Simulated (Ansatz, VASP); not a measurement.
# One calculation of BeS, two programs

Contents of INCAR:

```
SYSTEM = BeS
  PREC = Accurate
  ENCUT = 520
  EDIFF = 1E-6
  ISMEAR = 0
  SIGMA = 0.05
  LREAL = .False.
  LASPH = .True.
  NELM = 60
  ALGO = Normal
  ISIF = 2
  LWAVE = .False.
  LCHARG = .False.
  GGA = PS
  NBANDS = 11
```

The input KPOINTS:

```
Automatic mesh
0
Gamma
  10 10 10
  0 0 0
```

File POSCAR:

```
BeS
1.0
    0.0000000000      2.4412435914      2.5209041630
    2.5209041630      0.0000000000      2.5209041630
    2.5209041630      2.4412435914      0.0000000000
Be S
1 1
Direct
    0.0000000000      0.0000000000      0.0000000000
    0.7500000000      0.7500000000      0.7500000000
```

Input for Ansatz:

```yaml
crystal:
  lattice:
    - [0.0, 2.4412435914, 2.520904163]
    - [2.520904163, 0.0, 2.520904163]
    - [2.520904163, 2.4412435914, 0.0]
  atoms:
    - { symbol: Be, position: [0.0, 0.0, 0.0] }
    - { symbol: S, position: [0.75, 0.75, 0.75] }
basis:
  ecutwfc: 520.0
kpoints:
  mp_grid: { grid: [10, 10, 10] }
hamiltonian:
  xc: pbesol
scf:
  occupations: { method: gaussian, width: 0.05 }
output:
  forces: true
  stress: true
  eigenvalues: true
```

Alike in both runs: task single point; functional PBEsol; k mesh 10 × 10 × 10; occupations gaussian, width 0.05 eV; no spin polarisation.

|  | VASP | Ansatz |
| --- | --- | --- |
| version | VASP 6.6.1 | Ansatz 0.2.0 |
| potentials or method | VASP PAW PBE potentials, release 64 (Be, S), cutoff 520 eV | scalar-relativistic, plane waves, PAW |
| valence electrons in the cell | 8 | 8 |

|  | VASP | Ansatz | Ansatz less VASP |
| --- | --- | --- | --- |
| gap on the k mesh at the Fermi level (eV) | 2.86 | 2.86 | -0.003 |
| least direct gap on the mesh (eV) | 4.92 | 4.92 | -0.002 |
| pressure (GPa) | -7.4 | -7.5 | -0.13 |
| traceless stress, the component that is largest in VASP (GPa) | 1.81 | 1.82 | +0.009 |

VASP's potentials were made for PBE, not for PBEsol.
